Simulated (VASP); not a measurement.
# AlRu (P4mm) in VASP: a series of runs

The runs below take AlRu through single point, with PBE.

All numbers are computed with VASP 6.6.1; they aren't measurements. Logs are shortened: lines on timing, memory, paths and dates and some standing lists are left out, and cuts for length are marked.

### Step 1. The cell of the first run

It takes space group P4mm (No. 99, tetragonal). The conventional cell has a = 3.004 Å, b = 3.004 Å, c = 3.004 Å, α = 90.00°, β = 90.00°, γ = 90.00°. Within 3.4 Å of Al (site symmetry 4mm) lie 8 Ru at 2.58 to 2.62 Å and 6 Al at 3.00 Å. Ru (site symmetry 4mm) has 8 Al at 2.58 to 2.62 Å and 6 Ru at 3.00 Å within 3.4 Å.

### Step 2. Single point, PBE (all Ru atoms moved +0.037 Å, as atom 2 along Cartesian [0 0 1])

Contents of INCAR:

```
PREC     = Accurate       # precision mode
ENCUT    = 520            # plane-wave cutoff, eV
EDIFF    = 1E-7           # SCF threshold, eV
ISMEAR   = 0              # smearing method
SIGMA    = 0.15           # smearing width, eV
LREAL    = False          # projectors in reciprocal space
LASPH    = True           # aspherical terms in the spheres
NELM     = 80             # most SCF steps
ALGO     = Fast           # electronic algorithm
ISIF     = 2              # what is computed and relaxed
LWAVE    = False          # write WAVECAR
LCHARG   = True           # write CHGCAR
GGA      = PE             # functional
LELF     = True           # ELF
LVHAR    = True         
NBANDS   = 16             # bands
```

Contents of KPOINTS:

```
Automatic mesh
0
Gamma
  20 20 20
```

Contents of POSCAR:

```
AlRu
1.0
    3.0040847246      0.0000000000      0.0000000000
    0.0000000000      3.0040847246      0.0000000000
    0.0000000000      0.0000000000      3.0040847246
Al Ru
1 1
Direct
    0.0000000000      0.0000000000      0.0000000000
    0.5000000000      0.5000000000      0.5124830035
```

Potentials or basis: VASP PAW PBE potentials, release 64 (Al, Ru_pv).

Run with:

```bash
cat potpaw_PBE.64/Al/POTCAR potpaw_PBE.64/Ru_pv/POTCAR > POTCAR
mpirun -np 1 vasp_std > vasp.out
```

OUTCAR:

```text
PREC = Accurate
   ENCUT = 520
   EDIFF = 1E-7
   ISMEAR = 0
   LREAL = False
   LASPH = True
   NELM = 80
   ISIF = 2
   GGA = PE

 ion  position               nearest neighbor table
   1  0.000  0.000  0.000-   2 2.58   2 2.58   2 2.58   2 2.58   2 2.62   2 2.62   2 2.62   2 2.62

   2  0.500  0.500  0.512-   1 2.58   1 2.58   1 2.58   1 2.58   1 2.62   1 2.62   1 2.62   1 2.62

  LATTYP: Found a simple cubic cell.
 ALAT       =     3.0040847246

  Lattice vectors:

 A1 = (   3.0040847246,   0.0000000000,   0.0000000000)
 A2 = (   0.0000000000,   3.0040847246,   0.0000000000)
 A3 = (   0.0000000000,   0.0000000000,   3.0040847246)

Analysis of symmetry for initial positions (statically):
=====================================================================
 Subroutine PRICEL returns:
 Original cell was already a primitive cell.

 Routine SETGRP: Setting up the symmetry group for a
 simple cubic supercell.

 Subroutine GETGRP returns: Found  8 space group operations
 (whereof  8 operations were pure point group operations)
 out of a pool of 48 trial point group operations.

The static configuration has the point symmetry C_4v.

Analysis of symmetry for dynamics (positions and initial velocities):
=====================================================================
 Subroutine PRICEL returns:
 Original cell was already a primitive cell.

 Routine SETGRP: Setting up the symmetry group for a
 simple cubic supercell.

 Subroutine GETGRP returns: Found  8 space group operations
 (whereof  8 operations were pure point group operations)
 out of a pool of 48 trial point group operations.

The dynamic configuration has the point symmetry C_4v.

 Subroutine INISYM returns: Found  8 space group operations
 (whereof  8 operations are pure point group operations),
 and found     1 'primitive' translations

----------------------------------------------------------------------------------------

                                     Primitive cell

  volume of cell :      27.1104

  direct lattice vectors                    reciprocal lattice vectors
     3.004084725  0.000000000  0.000000000     0.332880092  0.000000000  0.000000000
     0.000000000  3.004084725  0.000000000     0.000000000  0.332880092  0.000000000
     0.000000000  0.000000000  3.004084725     0.000000000  0.000000000  0.332880092

  length of vectors
     3.004084725  3.004084725  3.004084725     0.332880092  0.332880092  0.332880092

  position of ions in fractional coordinates (direct lattice)
     0.000000000  0.000000000  0.000000000
     0.500000000  0.500000000  0.512483004

  ion indices of the primitive-cell ions
   primitive index   ion index
                 1           1
                 2           2

----------------------------------------------------------------------------------------

 KPOINTS: Automatic mesh

Automatic generation of k-mesh.
 Grid dimensions read from file:
 generate k-points for:   20   20   20

 Generating k-lattice:

  Cartesian coordinates                     Fractional coordinates (reciprocal lattice)
     0.016644005  0.000000000  0.000000000     0.050000000  0.000000000  0.000000000
     0.000000000  0.016644005  0.000000000     0.000000000  0.050000000  0.000000000
     0.000000000  0.000000000  0.016644005     0.000000000  0.000000000  0.050000000

  Length of vectors
     0.016644005  0.016644005  0.016644005

  Shift w.r.t. Gamma in fractional coordinates (k-lattice)
     0.000000000  0.000000000  0.000000000

 Subroutine IBZKPT returns following result:
 ===========================================

 Found    726 irreducible k-points:

 Following reciprocal coordinates:
            Coordinates               Weight
  0.000000  0.000000  0.000000      1.000000
  0.050000  0.000000  0.000000      4.000000
  0.000000  0.000000  0.050000      2.000000
  0.100000  0.000000  0.000000      4.000000
  0.000000  0.000000  0.100000      2.000000
  0.150000  0.000000  0.000000      4.000000
[... 16 lines left out ...]
  0.000000  0.050000  0.050000      8.000000
  0.100000  0.050000  0.000000      8.000000
 [... further k-points ...]
   k-points           NKPTS =    726   k-points in BZ     NKDIM =    726   number of bands    NBANDS=     16
   number of dos      NEDOS =    301   number of ions     NIONS =      2
   total plane-waves  NPLWV =  13824
   dimension x,y,z NGX =    24 NGY =   24 NGZ =   24
   dimension x,y,z NGXF=    48 NGYF=   48 NGZF=   48
   ions per type =               1   1
   NGX,Y,Z   is equivalent  to a cutoff of  13.28, 13.28, 13.28 a.u.
   NGXF,Y,Z  is equivalent  to a cutoff of  26.56, 26.56, 26.56 a.u.
 SYSTEM =  unknown system
   PREC   = accura    normal or accurate (medium, high low for compatibility)
   ISTART =      0    job   : 0-new  1-cont  2-samecut
   ICHARG =      2    charge: 1-file 2-atom 10-const
   ISPIN  =      1    spin polarized calculation?
   LNONCOLLINEAR =      F non collinear calculations
   LSORBIT =      F    spin-orbit coupling
   LASPH  =      T    aspherical Exc in radial PAW
   ENCUT  =  520.0 eV  38.22 Ry    6.18 a.u.   5.59  5.59  5.59*2*pi/ulx,y,z
   NELM   =     80;   NELMIN=  2; NELMDL= -5     # of ELM steps
   EDIFF  = 0.1E-06   stopping-criterion for ELM
   LREAL  =      F    real-space projection
   EDIFFG = 0.1E-05   stopping-criterion for IOM
   NSW    =      0    number of steps for IOM
   IBRION =     -1    ionic relax: 0-MD 1-quasi-New 2-CG
   NFREE  =      0    steps in history (QN), initial steepest desc. (CG)
   ISIF   =      2    stress and relaxation
   ISYM   =      2    0-nonsym 1-usesym 2-fastsym
   POTIM  = 0.5000    time-step for ionic-motion
   TEBEG  =    0.0;   TEEND  =   0.0 temperature during run
   PSTRESS=    0.0 pullay stress
   NELECT =      17.0000    total number of electrons
   NUPDOWN=      -1.0000    fix difference up-down
   EMIN   =  10.00;   EMAX   =-10.00  energy-range for DOS
   EFERMI =   0.00;   METHOD = LEGACY
   ISMEAR =     0;   SIGMA  =   0.15  broadening in eV -4-tet -1-fermi 0-gaus
   EFERMI_NEDOS =   21; number of points for ismear=-14 and -15
   IALGO  =     68    algorithm
   IMIX   =      4    mixing-type and parameters
     AMIX     =   0.40;   BMIX     =  1.00
     AMIX_MAG =   1.60;   BMIX_MAG =  1.00
  volume/ion in A,a.u.               =      13.56        91.48
  Fermi-wavevector in a.u.,A,eV,Ry     =   1.401239  2.647958 26.714651  1.963471
  Thomas-Fermi vector in A             =   2.524120
   LORBIT       =      0    0 simple, 1 ext, 2 COOP (PROOUT), +10 PAW based schemes
   GGA     = PE    functional components
   LHFCALC =     F    Hartree Fock is set to
   AEXX    =    0.0000 exact exchange contribution
   IVDW    =     0    specifies the selected vdW correction
   LEPSILON=     F    determine dielectric tensor
   LRPA    =     F    only Hartree local field effects (RPA)
 non-spin polarized calculation
 RMM-DIIS sequential band-by-band and
 Gauss-broadening in eV      SIGMA  =   0.15
  energy-cutoff  :      520.00
  volume of cell :       27.11
 maximum number of plane-waves:       743
 NGX is ok and might be reduce to    24
   NGX = 11   NGY = 11   NGZ = 11

 number of electron      17.0000000 magnetization

 Free energy of the ion-electron system (eV)
  ---------------------------------------------------
  ext. energy  EPLUGINS =         0.00000000
  ---------------------------------------------------
  free energy    TOTEN  =       -14.26217850 eV

  energy without entropy =      -14.24308737  energy(sigma->0) =      -14.25263294

 E-fermi :  10.5353     XC(G=0): -12.5021

 val. band max:       10.5322517468   @ k =   0.5000   0.4000   0.3500
 cond. band min:      10.5354063557   @ k =   0.1000   0.0500   0.2000
 fundamental gap:      0.0031546089
 Fermi energy:        10.5353155541

 k-point     1 :       0.0000    0.0000    0.0000
  band No.  band energies     occupation
      1     -31.2256      2.00000
      2     -31.2256      2.00000
      3     -31.2254      2.00000
      4       0.9403      2.00000
      5       7.0402      2.00000
      6       7.0412      2.00000
[... 8 lines left out ...]
     15      22.6618      0.00000
     16      25.4027      0.00000

 k-point     2 :       0.0500    0.0000    0.0000
  band No.  band energies     occupation
      1     -31.2306      2.00000
      2     -31.2252      2.00000
      3     -31.2250      2.00000
      4       0.9879      2.00000
      5       7.0570      2.00000
      6       7.0580      2.00000
[... 8 lines left out ...]
     15      22.6620      0.00000
     16      25.5523      0.00000

 k-point     3 :       0.0000    0.0000    0.0500
  band No.  band energies     occupation
      1     -31.2303      2.00000
      2     -31.2252      2.00000
      3     -31.2252      2.00000
      4       0.9879      2.00000
      5       7.0569      2.00000
      6       7.0580      2.00000
[... 8 lines left out ...]
     15      22.6620      0.00000
     16      25.5518      0.00000

 k-point     4 :       0.1000    0.0000    0.0000
  band No.  band energies     occupation
      1     -31.2449      2.00000
      2     -31.2240      2.00000
      3     -31.2238      2.00000
      4       1.1298      2.00000
      5       7.1010      2.00000
      6       7.1068      2.00000
[... 8 lines left out ...]
     15      22.6625      0.00000
     16      26.0206      0.00000

 k-point     5 :       0.0000    0.0000    0.1000
  band No.  band energies     occupation
      1     -31.2447      2.00000
      2     -31.2240      2.00000
      3     -31.2240      2.00000
      4       1.1298      2.00000
      5       7.1017      2.00000
      6       7.1060      2.00000
[... 8 lines left out ...]
     15      22.6625      0.00000
     16      26.0186      0.00000

 k-point     6 :       0.1500    0.0000    0.0000
  band No.  band energies     occupation
      1     -31.2671      2.00000
      2     -31.2221      2.00000
      3     -31.2219      2.00000
      4       1.3629      2.00000
      5       7.1514      2.00000
      6       7.1850      2.00000
[... 8 lines left out ...]
     15      22.6666      0.00000
     16      26.8263      0.00000
[... 267 lines left out ...]
 k-point    21 :       0.0000    0.0000    0.5000
  band No.  band energies     occupation
      1     -31.4245      2.00000
      2     -31.2086      2.00000
      3     -31.2086      2.00000
      4       4.7584      2.00000
      5       5.0858      2.00000
      6       7.8256      2.00000
[... 8 lines left out ...]
     15      23.1217      0.00000
     16      23.7327      0.00000

 k-point    22 :       0.0500    0.0500    0.0000
  band No.  band energies     occupation
      1     -31.2304      2.00000
      2     -31.2299      2.00000
      3     -31.2246      2.00000
      4       1.0354      2.00000
      5       7.0743      2.00000
      6       7.0745      2.00000
[... 8 lines left out ...]
     15      22.6621      0.00000
     16      25.6953      0.00000

 k-point    23 :       0.0000    0.0500    0.0500
  band No.  band energies     occupation
      1     -31.2303      2.00000
      2     -31.2298      2.00000
      3     -31.2248      2.00000
      4       1.0354      2.00000
      5       7.0734      2.00000
      6       7.0754      2.00000
[... 8 lines left out ...]
     15      22.6621      0.00000
     16      25.6947      0.00000

 k-point    24 :       0.1000    0.0500    0.0000
  band No.  band energies     occupation
      1     -31.2444      2.00000
      2     -31.2289      2.00000
      3     -31.2234      2.00000
      4       1.1768      2.00000
      5       7.1190      2.00000
      6       7.1239      2.00000
[... 8 lines left out ...]
     15      22.6625      0.00000
     16      26.1417      0.00000

 [... further k-points ...]

------------------------ aborting loop because EDIFF is reached ----------------------------------------

  FORCE on cell =-STRESS in cart. coord.  units (eV):
  Direction    XX          YY          ZZ          XY          YZ          ZX
  --------------------------------------------------------------------------------------
  -------------------------------------------------------------------------------------
  Total        0.0148396      0.0148396     -0.0031450      0.0000000      0.0000000     -0.0000000
  in kB        0.8769903      0.8769903     -0.1858643      0.0000000      0.0000000     -0.0000000
  external PRESSURE =       0.5227055 kB  Pullay stress =       0.0000000 kB

 VOLUME and BASIS-vectors are now :
 -----------------------------------------------------------------------------
  energy-cutoff  :      520.00
  volume of cell :       27.11
      direct lattice vectors                 reciprocal lattice vectors
     3.004084725  0.000000000  0.000000000     0.332880092  0.000000000  0.000000000
     0.000000000  3.004084725  0.000000000     0.000000000  0.332880092  0.000000000
     0.000000000  0.000000000  3.004084725     0.000000000  0.000000000  0.332880092

 POSITION                                       TOTAL-FORCE (eV/Angst)
 -----------------------------------------------------------------------------------
      0.00000      0.00000      0.00000         0.000000     -0.000000      0.279870
      1.50204      1.50204      1.53954         0.000000      0.000000     -0.279870
 -----------------------------------------------------------------------------------
    total drift:                                0.000000     -0.000000     -0.000097

  FREE ENERGIE OF THE ION-ELECTRON SYSTEM (eV)
  ---------------------------------------------------
  free  energy   TOTEN  =       -14.2621785034 eV

  energy  without entropy=      -14.2430873705  energy(sigma->0) =      -14.25263294
```

It took 2.2 min on 1 thread of AMD EPYC 9R45 (Zen 5), shared host; peak memory 0.36 GiB.

What came out:

- Free energy: -14.2622 eV
- Pressure: 0.1 GPa
- Largest force: 0.280 eV/Å
- Band gap on the k mesh: zero (an odd number of electrons rules out a gap without spin polarisation)

Forces in eV/Å, atoms in the order of the input:
```
Al   0.000  0.000  0.280
Ru   0.000  0.000 -0.280
```

Caveat: the cell differs from its parent crystal (all Ru atoms moved +0.037 Å, as atom 2 along Cartesian [0 0 1]).

### Step 3. Single point, PBE (all Ru atoms moved +0.013 Å, as atom 2 along Cartesian [0 0 1])

Contents of INCAR:

```
PREC = Accurate ; ENCUT = 520
EDIFF = 1E-7 ; ISMEAR = 0
SIGMA = 0.15 ; LREAL = F
LASPH = T ; NELM = 80
ALGO = Fast ; ISIF = 2
LWAVE = F ; LCHARG = F
GGA = PE ; NBANDS = 16
```

KPOINTS is that of step 2.

POSCAR, as its differences from that of step 2:

```diff
@@ -9,2 +9,2 @@
     0.0000000000      0.0000000000      0.0000000000
-    0.5000000000      0.5000000000      0.5124830035
+    0.5000000000      0.5000000000      0.5041610012
```

Potentials or basis: VASP PAW PBE potentials, release 64 (Al, Ru_pv).

Run with:

```bash
cat potpaw_PBE.64/Al/POTCAR potpaw_PBE.64/Ru_pv/POTCAR > POTCAR
mpirun -np 1 vasp_std > vasp.out
```

Wall time 2 min (1 thread of AMD EPYC 9R45 (Zen 5), shared host); peak memory 0.36 GiB.

Results (log left out):

```
Free energy            : -14.2668 eV
Pressure               : 0.0 GPa
Largest force          : 0.093 eV/Å
Band gap on the k mesh : zero (an odd number of electrons rules out a gap without spin polarisation)
```

Forces in eV/Å, atoms in the order of the input:
```
Al   0.000  0.000  0.093
Ru   0.000  0.000 -0.093
```

Levels at points of the mesh, in eV from the Fermi level:
| k point | band 5 | band 6 | band 7 | band 8 | band 9 | band 10 | band 11 | band 12 | band 13 | band 14 |
| --- | --- | --- | --- | --- | --- | --- | --- | --- | --- | --- |
| (0.00, 0.00, 0.00) | -3.49 | -3.49 | 0.18 | 0.18 | 0.18 | 6.02 | 6.02 | 6.02 | 10.91 | 10.91 |
| (0.50, 0.00, 0.00) | -5.46 | -2.71 | -1.57 | -1.57 | 0.42 | 2.25 | 7.46 | 10.97 | 10.97 | 12.57 |
| (0.00, 0.00, 0.50) | -5.46 | -2.71 | -1.57 | -1.57 | 0.42 | 2.25 | 7.46 | 10.97 | 10.97 | 12.58 |
| (0.50, 0.50, 0.00) | -3.00 | -1.35 | -1.35 | -1.14 | -1.14 | 1.51 | 5.24 | 6.11 | 10.50 | 12.13 |
| (0.00, 0.50, 0.50) | -3.01 | -1.35 | -1.35 | -1.14 | -1.14 | 1.51 | 5.24 | 6.11 | 10.50 | 12.13 |
| (0.50, 0.50, 0.50) | -4.56 | -4.56 | 1.60 | 1.60 | 2.50 | 4.11 | 4.11 | 4.11 | 8.42 | 8.42 |

Caveat: the cell differs from its parent crystal (all Ru atoms moved +0.013 Å, as atom 2 along Cartesian [0 0 1]).
